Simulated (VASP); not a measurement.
A run of VASP 6.6.1 is set up as follows.

INCAR

```
SYSTEM = Al
ALGO = Normal
EDIFF = 1E-6
ENCUT = 500
GGA = PE
GGA_COMPAT = .False.
ISIF = 2
ISMEAR = 0
LASPH = .True.
LCHARG = .False.
LREAL = .False.
LWAVE = .False.
NBANDS = 8
NELM = 120
PREC = Accurate
SIGMA = 0.15
```

Contents of KPOINTS:

```
k-points
0
Gamma
  9 9 9
  0 0 0
```

Contents of POSCAR:

```
Al
1.0
    0.0000000000      2.0248050000      2.0248050000
    2.0248050000      0.0000000000      2.0248050000
    2.0248050000      2.0248050000      0.0000000000
Al
1
Direct
    0.0000000000      0.0000000000      0.0000000000
```

Potentials or basis: VASP PAW PBE potentials, release 64 (Al).

The run is started by

```sh
$ cat potpaw_PBE.64/Al/POTCAR > POTCAR
$ mpirun -np 1 vasp_std > vasp.out
```

Predict the pressure.

-0.2 GPa.
